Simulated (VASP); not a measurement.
WC:

```xyz
2
Lattice="2.9060 0.0000 0.0000 -1.4530 2.5167 0.0000 0.0000 0.0000 2.8370" Properties=species:S:1:pos:R:3 pbc="T T T"
W     0.0000    0.0000    0.0000
C     0.0000    1.6778    1.4185
```

| Item | Value |
| --- | --- |
| Program | VASP 6.6.1 |
| Task | relaxation of cell and atoms |
| Functional | PBE |
| Potentials or basis | VASP PAW PBE potentials, release 64 (W_sv, C) |
| Cutoff | 600 eV |
| k mesh | 15 × 15 × 15 |
| Occupations | gaussian, width 0.1 eV |
| Spin | no spin polarisation |

At the start: pressure 6.6 GPa; volume 10.37 Å³/atom.

Where does the relaxation end?

Over 6 steps the energy falls by 3.6 meV/atom and the volume is 10.55 Å³/atom (+1.7 %); space group P-6m2 (No. 187, to 0.05 Å).

Step by step:
| step | energy change (eV) | largest force (eV/Å) | pressure (GPa) | volume (Å³) |
| --- | --- | --- | --- | --- |
| 1 | 0.0000 | 0.0000 | 6.64 | 20.75 |
| 2 | 0.0422 | 0.0000 | -15.72 | 22.07 |
| 3 | -0.0071 | 0.0000 | -0.12 | 21.10 |
| 4 | -0.0071 | 0.0000 | 0.01 | 21.10 |
| 5 | -0.0071 | 0.0000 | 0.05 | 21.10 |
| 6 | -0.0072 | 0.0000 | 0.02 | 21.10 |

Final structure:
```xyz
2
Lattice="2.9243 0.0000 0.0000 -1.4621 2.5325 0.0000 0.0000 0.0000 2.8489" Properties=species:S:1:pos:R:3 pbc="T T T"
W     0.0000    0.0000    0.0000
C     0.0000    1.6883    1.4245
```
